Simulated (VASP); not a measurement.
A run of VASP 6.6.1:

INCAR

```
ALGO     = Normal         # electronic algorithm
EDIFF    = 1E-6           # SCF threshold, eV
ENCUT    = 520            # plane-wave cutoff, eV
GGA      = PS             # functional
ISIF     = 2              # what is computed and relaxed
ISMEAR   = -1             # smearing method
IVDW     = 13             # dispersion correction
LASPH    = True           # aspherical terms in the spheres
LCHARG   = True           # write CHGCAR
LELF     = True           # ELF
LREAL    = False          # projectors in reciprocal space
LVHAR    = True         
LWAVE    = False          # write WAVECAR
NBANDS   = 18             # bands
NELM     = 80             # most SCF steps
PREC     = Accurate       # precision mode
SIGMA    = 0.05           # smearing width, eV
```

File KPOINTS:

```
k-points
0
Gamma
  12 12 12
```

POSCAR

```
Si2Mo
1.0
   -1.5892614214      1.5892614214      3.9041200105
    1.5892614214     -1.5892614214      3.9041200105
    1.5892614214      1.5892614214     -3.9041200105
Mo Si
1 2
Direct
    0.0000000000      0.0000000000      0.0000000000
    0.6670000000      0.6670000000      0.0000000000
    0.3330000000      0.3330000000      0.0000000000
```

Potentials or basis: VASP PAW PBE potentials, release 64 (Mo_sv, Si).

Launch:

```sh
$ cat potpaw_PBE.64/Mo_sv/POTCAR potpaw_PBE.64/Si/POTCAR > POTCAR
$ mpirun -np 1 vasp_std > vasp.out
```

Hardware: 1 thread of AMD EPYC 9R45 96-Core Processor (Zen 5) (shared host).

Q: Estimate the wall time of this run.

A: Run time: 2.2 min on 1 thread of AMD EPYC 9R45 96-Core Processor (Zen 5), on a shared host, peak memory 0.24 GiB. Counts: scf iterations 13, k points 163.
